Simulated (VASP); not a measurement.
# Si2Ni in VASP: single point with PBEsol

Aim: the single point of Si2Ni with PBEsol.

Program: VASP 6.6.1. These are calculated values, not measurements. Logs are shortened: lines on timing, memory, paths and dates and some standing lists are left out, and cuts for length are marked.

**1. The cell of the first run**

The cell holds a slab with vacuum, 15 atoms: a = 3.812 Å, b = 3.812 Å, c = 27.131 Å, α = 90.00°, β = 90.00°, γ = 90.00°.

**2. Single point, PBEsol**

INCAR reads:

```
  ALGO = Normal
  DIPOL = 0.5 0.5 0.492
  EDIFF = 1E-6
  ENCUT = 510
  GGA = PS
  GGA_COMPAT = False
  IDIPOL = 3
  ISIF = 2
  ISMEAR = 0
  LASPH = True
  LCHARG = False
  LDIPOL = True
  LREAL = Auto
  LWAVE = False
  NBANDS = 78
  NELM = 120
  NELMDL = -8
  PREC = Accurate
  SIGMA = 0.1
```

KPOINTS reads:

```
k-points
0
Gamma
  1 1 1
```

POSCAR reads:

```
Si2Ni
1.0
    3.8123023665      0.0000000000      0.0000000000
    0.0000000000      3.8123023665      0.0000000000
    0.0000000000      0.0000000000     27.1306718489
Si Ni
10 5
Direct
    0.5000000000      0.0000000000      0.2764398922
    0.0000000000      0.5000000000      0.2764398922
    0.0000000000      0.5000000000      0.3757999401
    0.5000000000      0.0000000000      0.3757999401
    0.5000000000      0.0000000000      0.4751599880
    0.0000000000      0.5000000000      0.4751599880
    0.0000000000      0.5000000000      0.5745200359
    0.5000000000      0.0000000000      0.5745200359
    0.5000000000      0.0000000000      0.6738800839
    0.0000000000      0.5000000000      0.6738800839
    0.5000000000      0.5000000000      0.3261199161
    0.0000000000      0.0000000000      0.4254799641
    0.5000000000      0.5000000000      0.5248400120
    0.0000000000      0.0000000000      0.6242000599
    0.5000000000      0.5000000000      0.7235601078
```

Potentials or basis: VASP PAW PBE potentials, release 64 (Si, Ni_sv_GW).

On the command line:

```sh
$ cat potpaw_PBE.64/Si/POTCAR potpaw_PBE.64/Ni_sv_GW/POTCAR > POTCAR
$ mpirun -np 1 vasp_gam > vasp.out
```

OUTCAR:

```text
EDIFF = 1E-6
   ENCUT = 510
   GGA = PS
   ISIF = 2
   ISMEAR = 0
   LASPH = True
   LREAL = Auto
   NELM = 120
   NELMDL = -8
   PREC = Accurate

 ion  position               nearest neighbor table
   1  0.500  0.000  0.276-  11 2.33  11 2.33   4 2.70   2 2.70   2 2.70   2 2.70   2 2.70
   2  0.000  0.500  0.276-  11 2.33  11 2.33   3 2.70   1 2.70   1 2.70   1 2.70   1 2.70
   3  0.000  0.500  0.376-  12 2.33  12 2.33  11 2.33  11 2.33   2 2.70   6 2.70   4 2.70   4 2.70
                             4 2.70   4 2.70
   4  0.500  0.000  0.376-  12 2.33  12 2.33  11 2.33  11 2.33   1 2.70   5 2.70   3 2.70   3 2.70
                             3 2.70   3 2.70
   5  0.500  0.000  0.475-  12 2.33  12 2.33  13 2.33  13 2.33   4 2.70   8 2.70   6 2.70   6 2.70
                             6 2.70   6 2.70
   6  0.000  0.500  0.475-  12 2.33  12 2.33  13 2.33  13 2.33   3 2.70   7 2.70   5 2.70   5 2.70
                             5 2.70   5 2.70
   7  0.000  0.500  0.575-  13 2.33  13 2.33  14 2.33  14 2.33   6 2.70   8 2.70   8 2.70   8 2.70
                             8 2.70  10 2.70
   8  0.500  0.000  0.575-  13 2.33  13 2.33  14 2.33  14 2.33   5 2.70   7 2.70   7 2.70   7 2.70
                             7 2.70   9 2.70
   9  0.500  0.000  0.674-  15 2.33  15 2.33  14 2.33  14 2.33  10 2.70  10 2.70  10 2.70  10 2.70
                             8 2.70
  10  0.000  0.500  0.674-  15 2.33  15 2.33  14 2.33  14 2.33   9 2.70   9 2.70   9 2.70   9 2.70
                             7 2.70
  11  0.500  0.500  0.326-   1 2.33   2 2.33   1 2.33   2 2.33   3 2.33   4 2.33   4 2.33   3 2.33

  12  0.000  0.000  0.425-   5 2.33   6 2.33   6 2.33   5 2.33   3 2.33   3 2.33   4 2.33   4 2.33

  13  0.500  0.500  0.525-   7 2.33   8 2.33   8 2.33   7 2.33   5 2.33   5 2.33   6 2.33   6 2.33

  14  0.000  0.000  0.624-   7 2.33   8 2.33   7 2.33   8 2.33   9 2.33  10 2.33  10 2.33   9 2.33

  15  0.500  0.500  0.724-   9 2.33  10 2.33   9 2.33  10 2.33

  LATTYP: Found a simple tetragonal cell.
 ALAT       =     3.8123023665
 C/A-ratio  =     7.1166107094

  Lattice vectors:

 A1 = (   3.8123023665,   0.0000000000,   0.0000000000)
 A2 = (   0.0000000000,   3.8123023665,   0.0000000000)
 A3 = (   0.0000000000,   0.0000000000,  27.1306718489)

Analysis of symmetry for initial positions (statically):
=====================================================================
 Subroutine PRICEL returns:
 Original cell was already a primitive cell.

 Routine SETGRP: Setting up the symmetry group for a
 simple tetragonal supercell.

 Subroutine GETGRP returns: Found  8 space group operations
 (whereof  8 operations were pure point group operations)
 out of a pool of 16 trial point group operations.

The static configuration has the point symmetry C_4v.

Analysis of symmetry for dynamics (positions and initial velocities):
=====================================================================
 Subroutine PRICEL returns:
 Original cell was already a primitive cell.

 Routine SETGRP: Setting up the symmetry group for a
 simple tetragonal supercell.

 Subroutine GETGRP returns: Found  8 space group operations
 (whereof  8 operations were pure point group operations)
 out of a pool of 16 trial point group operations.

The dynamic configuration has the point symmetry C_4v.

 Subroutine INISYM returns: Found  8 space group operations
 (whereof  8 operations are pure point group operations),
 and found     1 'primitive' translations

----------------------------------------------------------------------------------------

                                     Primitive cell

  volume of cell :     394.3077

  direct lattice vectors                    reciprocal lattice vectors
     3.812302366  0.000000000  0.000000000     0.262308680  0.000000000  0.000000000
     0.000000000  3.812302366  0.000000000     0.000000000  0.262308680  0.000000000
     0.000000000  0.000000000 27.130671849     0.000000000  0.000000000  0.036858652

  length of vectors
     3.812302366  3.812302366 27.130671849     0.262308680  0.262308680  0.036858652

  position of ions in fractional coordinates (direct lattice)
     0.500000000  0.000000000  0.276439892
     0.000000000  0.500000000  0.276439892
     0.000000000  0.500000000  0.375799940
     0.500000000  0.000000000  0.375799940
     0.500000000  0.000000000  0.475159988
     0.000000000  0.500000000  0.475159988
     0.000000000  0.500000000  0.574520036
     0.500000000  0.000000000  0.574520036
     0.500000000  0.000000000  0.673880084
     0.000000000  0.500000000  0.673880084
     0.500000000  0.500000000  0.326119916
     0.000000000  0.000000000  0.425479964
     0.500000000  0.500000000  0.524840012
     0.000000000  0.000000000  0.624200060
     0.500000000  0.500000000  0.723560108

  ion indices of the primitive-cell ions
   primitive index   ion index
                 1           1
                 2           2
                 3           3
                 4           4
                 5           5
                 6           6
                 7           7
                 8           8
                 9           9
                10          10
                11          11
                12          12
                13          13
                14          14
                15          15

----------------------------------------------------------------------------------------

 KPOINTS: k-points

Automatic generation of k-mesh.
 Grid dimensions read from file:
 generate k-points for:    1    1    1

 Generating k-lattice:

  Cartesian coordinates                     Fractional coordinates (reciprocal lattice)
     0.262308680  0.000000000  0.000000000     1.000000000  0.000000000  0.000000000
     0.000000000  0.262308680  0.000000000     0.000000000  1.000000000  0.000000000
     0.000000000  0.000000000  0.036858652     0.000000000  0.000000000  1.000000000

  Length of vectors
     0.262308680  0.262308680  0.036858652

  Shift w.r.t. Gamma in fractional coordinates (k-lattice)
     0.000000000  0.000000000  0.000000000

 Subroutine IBZKPT returns following result:
 ===========================================

 Found      1 irreducible k-points:

 Following reciprocal coordinates:
            Coordinates               Weight
  0.000000  0.000000  0.000000      1.000000
   k-points           NKPTS =      1   k-points in BZ     NKDIM =      1   number of bands    NBANDS=     78
   number of dos      NEDOS =    301   number of ions     NIONS =     15
   total plane-waves  NPLWV = 156800
   dimension x,y,z NGX =    28 NGY =   28 NGZ =  200
   dimension x,y,z NGXF=    56 NGYF=   56 NGZF=  400
   ions per type =              10   5
   NGX,Y,Z   is equivalent  to a cutoff of  12.21, 12.21, 12.26 a.u.
   NGXF,Y,Z  is equivalent  to a cutoff of  24.42, 24.42, 24.51 a.u.
 SYSTEM =  unknown system
   PREC   = accura    normal or accurate (medium, high low for compatibility)
   ISTART =      0    job   : 0-new  1-cont  2-samecut
   ICHARG =      2    charge: 1-file 2-atom 10-const
   ISPIN  =      1    spin polarized calculation?
   LNONCOLLINEAR =      F non collinear calculations
   LSORBIT =      F    spin-orbit coupling
   LASPH  =      T    aspherical Exc in radial PAW
   ENCUT  =  510.0 eV  37.48 Ry    6.12 a.u.   7.02  7.02 49.96*2*pi/ulx,y,z
   NELM   =    120;   NELMIN=  2; NELMDL= -8     # of ELM steps
   EDIFF  = 0.1E-05   stopping-criterion for ELM
   LREAL  =      T    real-space projection
   EDIFFG = 0.1E-04   stopping-criterion for IOM
   NSW    =      0    number of steps for IOM
[... 5 lines left out ...]
   TEBEG  =    0.0;   TEEND  =   0.0 temperature during run
   PSTRESS=    0.0 pullay stress
   NELECT =     130.0000    total number of electrons
   NUPDOWN=      -1.0000    fix difference up-down
   EMIN   =  10.00;   EMAX   =-10.00  energy-range for DOS
   EFERMI =   0.00;   METHOD = LEGACY
   ISMEAR =     0;   SIGMA  =   0.10  broadening in eV -4-tet -1-fermi 0-gaus
   EFERMI_NEDOS =   21; number of points for ismear=-14 and -15
   IALGO  =     38    algorithm
   IMIX   =      4    mixing-type and parameters
     AMIX     =   0.40;   BMIX     =  1.00
     AMIX_MAG =   1.60;   BMIX_MAG =  1.00
  volume/ion in A,a.u.               =      26.29       177.39
  Fermi-wavevector in a.u.,A,eV,Ry     =   1.130952  2.137190 17.402567  1.279053
  Thomas-Fermi vector in A             =   2.267650
   LORBIT       =      0    0 simple, 1 ext, 2 COOP (PROOUT), +10 PAW based schemes
   GGA     = PS    functional components
   LHFCALC =     F    Hartree Fock is set to
   AEXX    =    0.0000 exact exchange contribution
   IVDW    =     0    specifies the selected vdW correction
   LEPSILON=     F    determine dielectric tensor
   LRPA    =     F    only Hartree local field effects (RPA)
 non-spin polarized calculation
 Gauss-broadening in eV      SIGMA  =   0.10
  energy-cutoff  :      510.00
  volume of cell :      394.31
 maximum number of plane-waves:      5092
   NGX = 15   NGY = 15   NGZ = 99

 dipolmoment           0.000000      0.000000      1.403675 electrons x Angstroem

 number of electron     129.9999847 magnetization

 dipolmoment           0.000000      0.000000     -0.058624 electrons x Angstroem

 Free energy of the ion-electron system (eV)
  ---------------------------------------------------
  ext. energy  EPLUGINS =         0.00000000
  ---------------------------------------------------
  free energy    TOTEN  =       -70.80025681 eV

  energy without entropy =      -70.55349376  energy(sigma->0) =      -70.67687529

 E-fermi :   2.2515     XC(G=0):  -6.7191

 val. band max:        2.2320612494   @ k =   0.0000   0.0000   0.0000
 cond. band min:       2.3300606148   @ k =   0.0000   0.0000   0.0000
 fundamental gap:      0.0979993653
 Fermi energy:         2.2515067819

 k-point     1 :       0.0000    0.0000    0.0000
  band No.  band energies     occupation
      1    -101.9391      2.00000
      2    -101.8969      2.00000
      3    -101.8663      2.00000
      4    -101.8252      2.00000
      5    -101.2076      2.00000
      6     -62.8104      2.00000
[... 69 lines left out ...]
     76       5.4539      0.00000
     77       5.5378      0.00000
 [bands above 77 left out]

------------------------ aborting loop because EDIFF is reached ----------------------------------------

 vacuum level on the upper side and lower side of the slab       (xc-potential included)        -0.547         0.212

  FORCE on cell =-STRESS in cart. coord.  units (eV):
  Direction    XX          YY          ZZ          XY          YZ          ZX
  --------------------------------------------------------------------------------------
  -------------------------------------------------------------------------------------
  Total       37.4046163     37.4046163     14.3567098      0.0000000      0.0000000      0.0000000
  in kB      151.9849416    151.9849416     58.3351447      0.0000000      0.0000000      0.0000000
  external PRESSURE =     120.7683427 kB  Pullay stress =       0.0000000 kB

 VOLUME and BASIS-vectors are now :
 -----------------------------------------------------------------------------
  energy-cutoff  :      510.00
  volume of cell :      394.31
      direct lattice vectors                 reciprocal lattice vectors
     3.812302366  0.000000000  0.000000000     0.262308680  0.000000000  0.000000000
     0.000000000  3.812302366  0.000000000     0.000000000  0.262308680  0.000000000
     0.000000000  0.000000000 27.130671849     0.000000000  0.000000000  0.036858652

 POSITION                                       TOTAL-FORCE (eV/Angst)
 -----------------------------------------------------------------------------------
      1.90615      0.00000      7.50000        -0.000000     -0.000000     -1.121596
      0.00000      1.90615      7.50000        -0.000000     -0.000000     -1.121596
      0.00000      1.90615     10.19570        -0.000000     -0.000000      0.347016
      1.90615      0.00000     10.19570        -0.000000     -0.000000      0.347016
      1.90615      0.00000     12.89141        -0.000000     -0.000000     -0.369145
      0.00000      1.90615     12.89141        -0.000000     -0.000000     -0.369145
      0.00000      1.90615     15.58711        -0.000000     -0.000000     -0.666381
      1.90615      0.00000     15.58711        -0.000000     -0.000000     -0.666381
      1.90615      0.00000     18.28282        -0.000000     -0.000000      0.307121
      0.00000      1.90615     18.28282        -0.000000     -0.000000      0.307121
      1.90615      1.90615      8.84785         0.000000      0.000000      0.850483
      0.00000      0.00000     11.54356        -0.000000     -0.000000     -0.187187
      1.90615      1.90615     14.23926        -0.000000     -0.000000      0.280727
      0.00000      0.00000     16.93497        -0.000000     -0.000000      1.964106
      1.90615      1.90615     19.63067        -0.000000      0.000000      0.097842
 -----------------------------------------------------------------------------------
    total drift:                                0.000000      0.000000      0.008932

  FREE ENERGIE OF THE ION-ELECTRON SYSTEM (eV)
  ---------------------------------------------------
  free  energy   TOTEN  =       -70.8002568125 eV

  energy  without entropy=      -70.5534937610  energy(sigma->0) =      -70.67687529

 vacuum level on the upper side and lower side of the slab         7.174         7.956
```

Wall time 4.8 min (1 thread of AMD EPYC 7R43 (Zen 3), shared host); peak memory 0.32 GiB.

What came out:

```
Free energy   : -70.8003 eV
Largest force : 1.964 eV/Å
```

Forces in eV/Å, atoms in the order of the input:
```
Si   0.000  0.000 -1.122
Si   0.000  0.000 -1.122
Si   0.000  0.000  0.347
Si   0.000  0.000  0.347
Si   0.000  0.000 -0.369
Si   0.000  0.000 -0.369
Si   0.000  0.000 -0.666
Si   0.000  0.000 -0.666
Si   0.000  0.000  0.307
Si   0.000  0.000  0.307
Ni   0.000  0.000  0.850
Ni   0.000  0.000 -0.187
Ni   0.000  0.000  0.281
Ni   0.000  0.000  1.964
Ni   0.000  0.000  0.098
```

Caveat: the k points lie up to 1.65 Å⁻¹ apart, too coarse for converged energies, forces and pressures; the PAW data sets were made with another functional, which shifts forces and pressure a little. Spin polarisation is off, so any magnetic state and its effect on volume and gap are missing.
